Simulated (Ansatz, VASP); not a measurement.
**Li3HSe in VASP and in Ansatz**

```
Li H Se
1.0
     3.94439    0.00000    0.00000
     0.00000    3.94439    0.00000
     0.00000    0.00000    3.94439
Li H Se
3 1 1
Cartesian
  0.0000 1.9722 1.9722
  1.9722 0.0000 1.9722
  1.9722 1.9722 0.0000
  1.9722 1.9722 1.9722
  0.0000 0.0000 0.0000
```

Alike in both runs: task single point; functional PBE; k mesh 6 × 6 × 6; no spin polarisation.

|  | VASP | Ansatz |
| --- | --- | --- |
| version | VASP 6.6.1 | Ansatz 0.2.0 |
| potentials or method | VASP PAW PBE potentials, release 64 (Li_sv, H, Se) | plane waves, PAW |
| plane-wave cutoff (eV) | 520 | 420 |
| occupations | gaussian, width 0.01 eV | fixed |
| valence electrons in the cell | 16 | 26 |

|  | VASP | Ansatz | Ansatz less VASP |
| --- | --- | --- | --- |
| gap on the k mesh at the Fermi level (eV) | 3.44 | 3.43 | -0.010 |

VASP's potentials hold 16 valence electrons a cell and Ansatz's 26, so a difference there can come from the potentials and not from the codes.

Noted on VASP's run: the cutoff is under 1.25 times that of the potentials, so the pressure is a little rough.
